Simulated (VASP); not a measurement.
# B16N15 (a cell with a defect) (vacancy hop of N) in VASP: further runs

Runs on B16N15 (a cell with a defect) (vacancy hop of N). Level: PBE. Tasks: single point.

Everything below comes from runs of VASP 6.6.1. Logs are shortened: lines on timing, memory, paths and dates and some standing lists are left out, and cuts for length are marked.

## (1) The cell of the first run

The cell holds a defect, 31 atoms: a = 6.277 Å, b = 6.277 Å, c = 6.277 Å, α = 109.47°, β = 109.47°, γ = 109.47°.

## (2) Single point, PBE

Contents of INCAR:

```
SYSTEM = B16N15
PREC     = Accurate       ! precision mode
ENCUT    = 520            ! plane-wave cutoff, eV
EDIFF    = 1E-6           ! SCF threshold, eV
ISMEAR   = -1             ! smearing method
SIGMA    = 0.01           ! smearing width, eV
LREAL    = Auto         
LASPH    = .True.         ! aspherical terms in the spheres
NELM     = 120            ! most SCF steps
ALGO     = Normal         ! electronic algorithm
ISIF     = 2              ! what is computed and relaxed
LWAVE    = .False.        ! write WAVECAR
LCHARG   = .True.         ! write CHGCAR
GGA      = PE             ! functional
LELF     = .True.         ! ELF
LVHAR    = .True.       
NBANDS   = 82             ! bands
NELECT   = 120.0        
GGA_COMPAT= .False.
```

Contents of KPOINTS:

```
regular mesh
0
Gamma
  1 1 1
  0 0 0
```

Contents of POSCAR:

```
B16N15
1.0
   -3.6241103800      3.6241103800     -3.6241103800
    3.6241103800      3.6241103800      3.6241103800
    3.6241103800     -3.6241103800     -3.6241103800
B N
16 15
Direct
    0.0267142802      0.0150363798      0.0106823457
   -0.0059992654      0.2512355874      0.7566103712
   -0.0074244427      0.5058448303      0.5018703376
    0.0220327174      0.7553057752      0.2611229794
    0.2461442689     -0.0004504554      0.7337242030
    0.2230199732      0.2714536526      0.5184825524
    0.2457226482      0.4861949045      0.2506979382
    0.2506381994      0.7472357947     -0.0031901622
    0.4940224806     -0.0560178854      0.4945848255
    0.4882636880      0.2413699938      0.1989564126
    0.5024416502      0.5038039156      0.0044444011
    0.5037467981      0.7545542804      0.7563345794
    0.7022197817      0.0020760957      0.2532329051
    0.7508237097      0.2497277691     -0.0051317422
    0.8029800958      0.5593186430      0.8102261499
    0.7511054340      0.7426753652      0.5013372413
    0.1239887732      0.0454552932      0.2880163380
   -0.0028013771      0.2461194352      0.0024034864
   -0.0104834003      0.4972434090      0.7479035448
   -0.0037667175      0.7514922876      0.4942492949
    0.2516995633     -0.0083528085     -0.0210008780
    0.2503303997      0.2579446821      0.7570577914
    0.2503444721      0.5110615588      0.5098162877
    0.2526432432      0.7332650558      0.2437898980
    0.5001737833      0.0084939466      0.7428929358
    0.4982295821      0.4920200582      0.2589612075
    0.5065808730      0.7557485045      0.0069539825
    0.7461011715     -0.0007243157      0.5002446973
    0.7437272095      0.2489056363      0.2510856195
    0.7523337355      0.5061424205      0.0045786409
    0.7533599184      0.7541343153      0.7582220771
```

Potentials or basis: VASP PAW PBE potentials, release 64 (B, N).

Launch:

```
$ cat potpaw_PBE.64/B/POTCAR potpaw_PBE.64/N/POTCAR > POTCAR
$ mpirun -np 1 vasp_gam > vasp.out
```

OUTCAR:

```text
SYSTEM = B16N15
   PREC = Accurate
   ENCUT = 520
   EDIFF = 1E-6
   ISMEAR = -1
   LREAL = Auto
   LASPH = .True.
   NELM = 120
   ISIF = 2
   GGA = PE
   NELECT = 120.0

 ion  position               nearest neighbor table
   1  0.027  0.015  0.011-  21 1.54  18 1.54  17 1.56  31 1.65
   2  0.994  0.251  0.757-  18 1.55  19 1.57  28 1.58  22 1.59
   3  0.993  0.506  0.502-  20 1.55  19 1.57  29 1.58  23 1.59
   4  0.022  0.755  0.261-  20 1.53  24 1.53  30 1.63  17 1.64
   5  0.246  1.000  0.734-  20 1.54  21 1.55  25 1.56  22 1.57
   6  0.223  0.271  0.518-  17 1.39  23 1.48  22 1.48
   7  0.246  0.486  0.251-  18 1.54  24 1.55  26 1.56  23 1.57
   8  0.251  0.747  0.997-  27 1.57  21 1.57  24 1.58  19 1.59
   9  0.494  0.944  0.495-  25 1.46  24 1.49  28 1.49
  10  0.488  0.241  0.199-  26 1.46  21 1.49  29 1.51
  11  0.502  0.504  0.004-  22 1.56  30 1.56  27 1.57  26 1.63
  12  0.504  0.755  0.756-  23 1.56  31 1.56  27 1.56  25 1.63
  13  0.702  0.002  0.253-  27 1.47  29 1.49  28 1.49
  14  0.751  0.250  0.995-  18 1.54  25 1.56  30 1.59  29 1.63
  15  0.803  0.559  0.810-  31 1.47  30 1.47  19 1.48
  16  0.751  0.743  0.501-  20 1.54  26 1.56  31 1.59  28 1.62
  17  0.124  0.045  0.288-   6 1.39   1 1.56   4 1.64
  18  0.997  0.246  0.002-   1 1.54  14 1.54   7 1.54   2 1.55
  19  0.990  0.497  0.748-  15 1.48   3 1.57   2 1.57   8 1.59
  20  0.996  0.751  0.494-   4 1.53  16 1.54   5 1.54   3 1.55
  21  0.252  0.992  0.979-  10 1.49   1 1.54   5 1.55   8 1.57
  22  0.250  0.258  0.757-   6 1.48  11 1.56   5 1.57   2 1.59
  23  0.250  0.511  0.510-   6 1.48  12 1.56   7 1.57   3 1.59
  24  0.253  0.733  0.244-   9 1.49   4 1.53   7 1.55   8 1.58
  25  0.500  0.008  0.743-   9 1.46  14 1.56   5 1.56  12 1.63
  26  0.498  0.492  0.259-  10 1.46   7 1.56  16 1.56  11 1.63
  27  0.507  0.756  0.007-  13 1.47  12 1.56  11 1.57   8 1.57
  28  0.746  0.999  0.500-   9 1.49  13 1.49   2 1.58  16 1.62
  29  0.744  0.249  0.251-  13 1.49  10 1.51   3 1.58  14 1.63
  30  0.752  0.506  0.005-  15 1.47  11 1.56  14 1.59   4 1.63
  31  0.753  0.754  0.758-  15 1.47  12 1.56  16 1.59   1 1.65

  LATTYP: Found a body centered cubic cell.
 ALAT       =     7.2482207600

  Lattice vectors:

 A1 = (  -3.6241103800,   3.6241103800,  -3.6241103800)
 A2 = (   3.6241103800,   3.6241103800,   3.6241103800)
 A3 = (   3.6241103800,  -3.6241103800,  -3.6241103800)

Analysis of symmetry for initial positions (statically):
=====================================================================
 Subroutine PRICEL returns:
 Original cell was already a primitive cell.

 Routine SETGRP: Setting up the symmetry group for a
 body centered cubic supercell.

 Subroutine GETGRP returns: Found  1 space group operations
 (whereof  1 operations were pure point group operations)
 out of a pool of 48 trial point group operations.

The static configuration has the point symmetry C_1 .

Analysis of symmetry for dynamics (positions and initial velocities):
=====================================================================
 Subroutine PRICEL returns:
 Original cell was already a primitive cell.

 Routine SETGRP: Setting up the symmetry group for a
 body centered cubic supercell.

 Subroutine GETGRP returns: Found  1 space group operations
 (whereof  1 operations were pure point group operations)
 out of a pool of 48 trial point group operations.

The dynamic configuration has the point symmetry C_1 .

 Subroutine INISYM returns: Found  1 space group operations
 (whereof  1 operations are pure point group operations),
 and found     1 'primitive' translations

----------------------------------------------------------------------------------------

                                     Primitive cell

  volume of cell :     190.3988

  direct lattice vectors                    reciprocal lattice vectors
    -3.624110380  3.624110380 -3.624110380     0.000000000  0.137964893 -0.137964893
     3.624110380  3.624110380  3.624110380     0.137964893  0.137964893  0.000000000
[... 47 lines left out ...]
   TEBEG  =    0.0;   TEEND  =   0.0 temperature during run
   PSTRESS=    0.0 pullay stress
   NELECT =     120.0000    total number of electrons
   NUPDOWN=      -1.0000    fix difference up-down
   EMIN   =  10.00;   EMAX   =-10.00  energy-range for DOS
   EFERMI =   0.00;   METHOD = LEGACY
   ISMEAR =    -1;   SIGMA  =   0.01  broadening in eV -4-tet -1-fermi 0-gaus
   EFERMI_NEDOS =   21; number of points for ismear=-14 and -15
   IALGO  =     38    algorithm
   IMIX   =      4    mixing-type and parameters
     AMIX     =   0.40;   BMIX     =  1.00
     AMIX_MAG =   1.60;   BMIX_MAG =  1.00
  volume/ion in A,a.u.               =       6.14        41.45
  Fermi-wavevector in a.u.,A,eV,Ry     =   1.403612  2.652443 26.805212  1.970127
  Thomas-Fermi vector in A             =   2.526257
   LORBIT       =      0    0 simple, 1 ext, 2 COOP (PROOUT), +10 PAW based schemes
   GGA     = PE    functional components
   LHFCALC =     F    Hartree Fock is set to
   AEXX    =    0.0000 exact exchange contribution
   IVDW    =     0    specifies the selected vdW correction
   LEPSILON=     F    determine dielectric tensor
   LRPA    =     F    only Hartree local field effects (RPA)
 non-spin polarized calculation
  energy-cutoff  :      520.00
  volume of cell :      190.40
 maximum number of plane-waves:      2545
 NGX is ok and might be reduce to    48
   NGX = 23   NGY = 23   NGZ = 23

 number of electron     120.0000003 magnetization

 Free energy of the ion-electron system (eV)
  ---------------------------------------------------
  ext. energy  EPLUGINS =         0.00000000
  ---------------------------------------------------
  free energy    TOTEN  =      -285.94242605 eV

  energy without entropy =     -285.94242605  energy(sigma->0) =     -285.94242605

 E-fermi :   6.7898     XC(G=0): -12.3658

 val. band max:        6.4983881400   @ k =   0.0000   0.0000   0.0000
 cond. band min:       8.5182596739   @ k =   0.0000   0.0000   0.0000
 fundamental gap:      2.0198715339
 Fermi energy:         6.7897735929

 k-point     1 :       0.0000    0.0000    0.0000
  band No.  band energies     occupation
      1     -13.1024      2.00000
      2     -10.1823      2.00000
      3     -10.1129      2.00000
      4      -9.8689      2.00000
      5      -9.8128      2.00000
      6      -9.7830      2.00000
[... 64 lines left out ...]
     71      16.0338      0.00000
     72      16.0641      0.00000
 [bands above 72 left out]

------------------------ aborting loop because EDIFF is reached ----------------------------------------

  FORCE on cell =-STRESS in cart. coord.  units (eV):
  Direction    XX          YY          ZZ          XY          YZ          ZX
  --------------------------------------------------------------------------------------
  -------------------------------------------------------------------------------------
  Total      -13.8465572    -26.6522467    -24.9941046     -2.3505944      0.3010143      2.8053176
  in kB     -116.5166915   -224.2746389   -210.3216227    -19.7798972      2.5329896     23.6063244
  external PRESSURE =    -183.7043177 kB  Pullay stress =       0.0000000 kB

 VOLUME and BASIS-vectors are now :
 -----------------------------------------------------------------------------
  energy-cutoff  :      520.00
  volume of cell :      190.40
      direct lattice vectors                 reciprocal lattice vectors
    -3.624110380  3.624110380 -3.624110380     0.000000000  0.137964893 -0.137964893
     3.624110380  3.624110380  3.624110380     0.137964893  0.137964893  0.000000000
     3.624110380 -3.624110380 -3.624110380     0.137964893  0.000000000 -0.137964893

 POSITION                                       TOTAL-FORCE (eV/Angst)
 -----------------------------------------------------------------------------------
     -0.00361      0.11260     -0.08104         0.149769     -0.207917      0.047685
      0.05018      1.77083     -5.43390        -0.011984      0.070413     -0.036783
      0.05487      3.61161     -3.58280        -0.008737      0.116298     -0.030109
      3.60380      1.87082      1.71112         0.632917      0.778214      0.281972
      5.38952      1.85543      0.07133         0.084041     -0.053634     -0.081296
      2.05457     -0.08701     -1.70351        -0.189861     -0.462356      0.270289
[... 23 lines left out ...]
     -0.87563      4.54426     -0.90882         0.039032      0.069385     -0.050191
      2.75069      2.71545     -2.74507         0.029506      0.090488     -0.009681
 -----------------------------------------------------------------------------------
    total drift:                               -0.005474      0.001666     -0.006754

  FREE ENERGIE OF THE ION-ELECTRON SYSTEM (eV)
  ---------------------------------------------------
  free  energy   TOTEN  =      -285.9424260496 eV

  energy  without entropy=     -285.9424260496  energy(sigma->0) =     -285.94242605
```

Run time: 31 s. Hardware: 1 thread of Intel Xeon Platinum 8488C (Sapphire Rapids), shared host; peak memory 0.31 GiB.

Results:

* Free energy: -285.9424 eV
* Largest force: 2.960 eV/Å

Forces in eV/Å, atoms in the order of the input:
```
B    0.150 -0.208  0.048
B   -0.012  0.070 -0.037
B   -0.009  0.116 -0.030
B    0.633  0.778  0.282
B    0.084 -0.054 -0.081
B   -0.190 -0.462  0.270
B    0.049  0.089  0.075
B    0.073  0.043 -0.121
B   -0.180 -0.052 -0.353
B   -0.606  1.043  0.029
B   -0.131  0.123  0.049
B   -0.128 -0.029 -0.059
B   -0.188  0.179 -0.210
B    0.019  0.240  0.069
B    0.033  0.033 -0.052
B    0.003  0.032 -0.152
N    0.228 -2.620  1.358
N   -0.008  0.127  0.019
N   -0.045  0.053 -0.038
N    0.015 -0.037 -0.197
N    0.322 -0.043 -0.244
N    0.007  0.048 -0.108
N   -0.194  0.042 -0.117
N    0.048  0.152 -0.083
N    0.054  0.018  0.000
N    0.025 -0.071 -0.111
N   -0.033  0.041 -0.045
N   -0.058  0.051 -0.103
N   -0.030  0.136  0.003
N    0.039  0.069 -0.050
N    0.030  0.090 -0.010
```

Levels at points of the mesh, in eV from the Fermi level:
| k point | band 56 | band 57 | band 58 | band 59 | band 60 | band 61 | band 62 | band 63 | band 64 | band 65 |
| --- | --- | --- | --- | --- | --- | --- | --- | --- | --- | --- |
| (0.00, 0.00, 0.00) | -1.54 | -1.23 | -0.75 | -0.51 | -0.29 | 1.73 | 3.85 | 5.10 | 5.27 | 5.45 |

Caveat: the k points lie up to 1.23 Å⁻¹ apart; the cell carries a net charge on a neutralising background, which shifts energy and pressure; the cell is charged against a uniform background, so pressure and absolute levels hang on convention.

## (3) Single point, PBE

Contents of INCAR:

```
  PREC = Accurate
  ENCUT = 520
  EDIFF = 1E-6
  ISMEAR = -1
  SIGMA = 0.01
  LREAL = Auto
  LASPH = T
  NELM = 120
  ALGO = Normal
  ISIF = 2
  LWAVE = F
  LCHARG = F
  GGA = PE
  NELECT = 120.0
  NBANDS = 82
  GGA_COMPAT = F
```

Contents of KPOINTS:

```
regular mesh
0
Gamma
  1 1 1
```

Contents of POSCAR:

```
B16N15
1.0
   -3.6241103800      3.6241103800     -3.6241103800
    3.6241103800      3.6241103800      3.6241103800
    3.6241103800     -3.6241103800     -3.6241103800
B N
16 15
Direct
    0.0377143590      0.0186794807      0.0095089543
   -0.0051485739      0.2519708023      0.7580489312
   -0.0077842552      0.5047858117      0.5037174116
    0.0106246764      0.7150411351      0.2525637754
    0.2496931399      0.0014171754      0.7312700834
    0.2496934158      0.2934447046      0.5347967630
    0.2496928639      0.4847248885      0.2542880606
    0.2496931399      0.7463123957     -0.0064253010
    0.4887613274     -0.0458919521      0.4916319629
    0.4616694373      0.2306568819      0.2214874592
    0.5045349916      0.5068125160      0.0128906118
    0.5071702590      0.7622627929      0.7611946687
    0.6951722591      0.0049344524      0.2551933862
    0.7497688302      0.2447255759     -0.0004714260
    0.8042126741      0.5594552283      0.8097145761
    0.7496170688      0.7446492289      0.4994527788
    0.2496930019      0.1210737130      0.3258260307
   -0.0019780027      0.2449957112      0.0059090364
   -0.0087931924      0.4992633530      0.7503973982
   -0.0044522651      0.7548898111      0.4903579951
    0.2496930019     -0.0148624060     -0.0359663438
    0.2496932778      0.2588095841      0.7563727957
    0.2496931399      0.5186569400      0.5147336324
    0.2496934158      0.7295028911      0.2419019864
    0.5038381309      0.0090347690      0.7445029861
    0.5013640065      0.4966664398      0.2575800409
    0.5081790583      0.7577495474      0.0088835594
    0.7464975446      0.0021507347      0.5018619218
    0.7446884110      0.2487864346      0.2546775355
    0.7528878025      0.5053467770      0.0050572411
    0.7546969361      0.7537910586      0.7596827114
```

Potentials or basis: VASP PAW PBE potentials, release 64 (B, N).

Launch:

```
$ cat potpaw_PBE.64/B/POTCAR potpaw_PBE.64/N/POTCAR > POTCAR
$ mpirun -np 1 vasp_gam > vasp.out
```

Run time: 29 s. Hardware: 1 thread of Intel Xeon Platinum 8488C (Sapphire Rapids), shared host; peak memory 0.31 GiB.

It converged, with:

```
Free energy   : -283.6969 eV
Largest force : 0.030 eV/Å
```

Forces in eV/Å, atoms in the order of the input:
```
B    0.011 -0.028  0.001
B    0.000  0.006  0.007
B    0.000 -0.005 -0.002
B   -0.008  0.019  0.004
B   -0.007  0.005  0.005
B    0.005 -0.005 -0.005
B    0.004  0.000  0.000
B    0.006 -0.011 -0.011
B   -0.008  0.004  0.019
B    0.011  0.001 -0.028
B    0.000  0.007  0.006
B    0.000 -0.002 -0.005
B   -0.014  0.002 -0.010
B    0.015  0.003  0.001
B   -0.014 -0.010  0.002
B    0.015  0.001  0.003
N    0.000  0.009  0.009
N    0.004 -0.002  0.008
N   -0.016 -0.005 -0.003
N    0.018 -0.006 -0.008
N   -0.022 -0.001 -0.001
N    0.009  0.001  0.001
N    0.000 -0.002 -0.002
N   -0.001  0.010  0.010
N    0.018 -0.008 -0.006
N    0.004  0.008 -0.002
N   -0.016 -0.003 -0.005
N   -0.010  0.007 -0.013
N    0.003  0.011  0.010
N   -0.010 -0.013  0.007
N    0.003  0.010  0.011
```

Levels at points of the mesh, in eV from the Fermi level:
| k point | band 57 | band 58 | band 59 | band 60 | band 61 | band 62 | band 63 | band 64 |
| --- | --- | --- | --- | --- | --- | --- | --- | --- |
| (0.00, 0.00, 0.00) | -1.98 | -1.29 | -0.88 | -0.25 | 2.25 | 2.45 | 3.82 | 4.50 |

Caveat: the k points lie up to 1.23 Å⁻¹ apart; the cell carries a net charge on a neutralising background, which shifts energy and pressure; the cell is charged against a uniform background, so pressure and absolute levels hang on convention.

## (4) Single point, PBE

Contents of INCAR:

```
SYSTEM = B16N15
  PREC = Accurate
  ENCUT = 520
  EDIFF = 1E-6
  ISMEAR = -1
  SIGMA = 0.01
  LREAL = Auto
  LASPH = .TRUE.
  NELM = 120
  ALGO = Normal
  ISIF = 2
  LWAVE = .FALSE.
  LCHARG = .TRUE.
  GGA = PE
  LELF = .TRUE.
  LVHAR = .TRUE.
  NBANDS = 82
  NELECT = 120.0
  GGA_COMPAT = .FALSE.
```

Contents of KPOINTS:

```
regular mesh
0
G
  1 1 1
  0 0 0
```

Contents of POSCAR:

```
B16N15
1.0
   -3.6241103800      3.6241103800     -3.6241103800
    3.6241103800      3.6241103800      3.6241103800
    3.6241103800     -3.6241103800     -3.6241103800
B N
16 15
Direct
    0.0111254890      0.0038161089     -0.0385954028
   -0.0030553705      0.2520709648      0.7527107935
   -0.0043610703      0.5015175614      0.5032939974
    0.0053651788      0.7006711258      0.2512684230
    0.2532421488      0.0041139751      0.7382846325
    0.2763609259      0.2991411371      0.5461665878
    0.2536637695      0.4911801279      0.2556813681
    0.2487495980      0.7473061568     -0.0031226974
    0.4773524586     -0.0160225528      0.4897939946
    0.4726682745      0.2390279018      0.2346709705
    0.5053860970      0.5079435522      0.0133156816
    0.5068115503      0.7639781104      0.7600014103
    0.6964069069      0.0070472467      0.2579519943
    0.7482815686      0.2422791825      0.0009377474
    0.7971713599      0.5505695994      0.8017242013
    0.7485631550      0.7496123780      0.4947516251
    0.3753754321      0.1721629406      0.4147179149
    0.0011569736      0.2444994515      0.0114378415
   -0.0071948692      0.4998761931      0.7510793587
   -0.0007876416      0.7590288958      0.4934250926
    0.2476875442     -0.0093450520     -0.0219978123
    0.2490560180      0.2583231198      0.7574338837
    0.2490416696      0.5114273037      0.5101785835
    0.2467438644      0.7313284426      0.2418519052
    0.5031538250      0.0059682233      0.7487212627
    0.5021883467      0.4996290979      0.2559113555
    0.5098699560      0.7584353708      0.0090931281
    0.7470525774      0.0045169706      0.5029510166
    0.7460258426      0.2514828205      0.2555679609
    0.7532855553      0.5038840732      0.0048496039
    0.7556596552      0.7558871593      0.7580659009
```

Launch:

```
$ cat potpaw_PBE.64/B/POTCAR potpaw_PBE.64/N/POTCAR > POTCAR
$ mpirun -np 1 vasp_gam > vasp.out
```

Run time: 33 s. Hardware: 1 thread of Intel Xeon Platinum 8488C (Sapphire Rapids), shared host; peak memory 0.3 GiB.

Results (log left out):

* Free energy: -285.9419 eV
* Largest force: 2.960 eV/Å

Forces on the atoms (eV/Å):
```
B   -0.606  0.028  1.043
B   -0.132  0.049  0.123
B   -0.128 -0.060 -0.028
B   -0.180 -0.354 -0.052
B    0.084 -0.081 -0.054
B   -0.190  0.270 -0.462
B    0.048  0.075  0.089
B    0.072 -0.122  0.043
B    0.634  0.282  0.778
B    0.151  0.048 -0.208
B   -0.012 -0.037  0.071
B   -0.009 -0.030  0.117
B    0.033 -0.052  0.032
B    0.003 -0.151  0.032
B   -0.190 -0.208  0.179
B    0.019  0.069  0.239
N    0.229  1.358 -2.621
N    0.025 -0.111 -0.071
N   -0.033 -0.045  0.041
N    0.054  0.000  0.018
N    0.322 -0.244 -0.043
N    0.007 -0.108  0.048
N   -0.194 -0.117  0.042
N    0.048 -0.083  0.152
N    0.016 -0.197 -0.037
N   -0.008  0.019  0.127
N   -0.045 -0.038  0.054
N    0.040 -0.051  0.070
N    0.030 -0.009  0.090
N   -0.058 -0.104  0.050
N   -0.030  0.003  0.136
```

Levels at points of the mesh, in eV from the Fermi level:
| k point | band 58 | band 59 | band 60 | band 61 | band 62 | band 63 |
| --- | --- | --- | --- | --- | --- | --- |
| (0.00, 0.00, 0.00) | -0.71 | -0.46 | -0.25 | 1.77 | 3.90 | 5.15 |

Caveat: the k points lie up to 1.23 Å⁻¹ apart; the cell carries a net charge on a neutralising background, which shifts energy and pressure; the cell is charged against a uniform background, so pressure and absolute levels hang on convention.
